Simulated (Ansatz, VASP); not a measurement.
# One calculation of Zn2S, two programs

```
Zn S
1.0
    -3.23353    3.23353    2.46581
     3.23353   -3.23353    2.46581
     3.23353    3.23353   -2.46581
Zn S
4 2
Direct
  0.63298 0.86702 0.50000
  0.13298 0.63298 0.76595
  0.36702 0.13298 0.50000
  0.86702 0.36702 0.23405
  0.00000 0.00000 0.00000
  0.50000 0.50000 0.00000
```

Change from the starting cell: species swapped into the Tl2Pt type (I4/mcm, No. 140).

Alike in both runs: functional PBE; k mesh 4 × 4 × 4; occupations gaussian, width 0.1 eV; no spin polarisation.

Ansatz relaxed the structure, and its values are those at the end. VASP's run is a single point on that final structure, the one shown.

|  | VASP | Ansatz |
| --- | --- | --- |
| version | VASP 6.6.1 | Ansatz 0.2.0 |
| potentials or method | VASP PAW PBE potentials, release 64 (Zn, S), cutoff 520 eV | scalar-relativistic, plane waves, PAW |
| valence electrons in the cell | 60 | 60 |

```tsv
	VASP	Ansatz	Ansatz less VASP
gap on the k mesh at the Fermi level (eV)	none	none	-
pressure (GPa)	0.1	0.0	-0.11
rms of the force components (eV/Å)	0.016	0.014	-0.0028
```

A gap of «none» marks a metal or a gap that the smearing closes.

The k mesh is coarse, so the values compare programs but aren't converged.
